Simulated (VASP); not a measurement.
Here is a VASP 6.6.1 calculation.

Contents of INCAR:

```
PREC = Accurate
ENCUT = 500
EDIFF = 1E-6
ISMEAR = 0
SIGMA = 0.1
LREAL = False
LASPH = True
NELM = 120
ALGO = Normal
ISIF = 2
LWAVE = False
LCHARG = True
GGA = PE
LELF = True
LVHAR = True
NBANDS = 12
GGA_COMPAT = False
```

The input KPOINTS:

```
regular mesh
0
Gamma
  8 8 8
```

POSCAR

```
Nb
1.0
    0.0000000000      2.1072054382      2.1072054382
    2.1072054382      0.0000000000      2.1072054382
    2.1072054382      2.1072054382      0.0000000000
Nb
1
Direct
    0.0000000000      0.0000000000      0.0000000000
```

Potentials or basis: VASP PAW PBE potentials, release 64 (Nb_sv).

Command:

```console
$ cat potpaw_PBE.64/Nb_sv/POTCAR > POTCAR
$ mpirun -np 1 vasp_std > vasp.out
```

Question: Estimate the pressure.

Answer: -0.4 GPa.
